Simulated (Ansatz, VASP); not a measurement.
# Two plane-wave programs on ZrTe3Pd

```
Zr Te Pd
1.0
     0.00089   -4.01720    0.00022
    -6.18359    0.00004    0.06728
     2.69863    0.00093  -10.65309
Zr Te Pd
2 6 2
Direct
  0.24991 0.81191 0.65617
  0.75008 0.18824 0.34385
  0.74985 0.61797 0.80647
  0.74996 0.12162 0.81472
  0.25013 0.38200 0.19343
  0.25001 0.87847 0.18535
  0.74996 0.73080 0.45054
  0.25014 0.26936 0.54946
  0.75004 0.13883 0.06471
  0.24993 0.86079 0.93530
```

Change from the starting cell: cell x1, atoms moved at random (sigma 0.05 Å) and cell strained at random (1.5 %), then relaxed without symmetry.

Alike in both runs: functional PBE; k mesh 6 × 4 × 2; occupations gaussian, width 0.2 eV; no spin polarisation.

Ansatz relaxed the structure, and its values are those at the end. VASP's run is a single point on that final structure, the one shown.

|  | VASP | Ansatz |
| --- | --- | --- |
| version | VASP 6.6.1 | Ansatz 0.2.0 |
| potentials or method | VASP PAW PBE potentials, release 64 (Zr_sv, Te, Pd), cutoff 520 eV | scalar-relativistic, plane waves, PAW |
| valence electrons in the cell | 80 | 156 |

Ansatz gave:

```
gap on the k mesh at the Fermi level (eV) : none
pressure (GPa)                            : 0.0
rms of the force components (eV/Å)        : 0.010
```

Question: What did VASP give for the same quantities?

Answer: gap on the k mesh at the Fermi level (eV): none; pressure (GPa): 0.0; rms of the force components (eV/Å): 0.008.

A gap of «none» marks a metal or a gap that the smearing closes. The functional is the same, so the differences come from potentials, cutoffs and numerics. VASP's potentials hold 80 valence electrons a cell and Ansatz's 156, so a difference there can come from the potentials and not from the codes.

Neither program's run includes spin-orbit coupling.
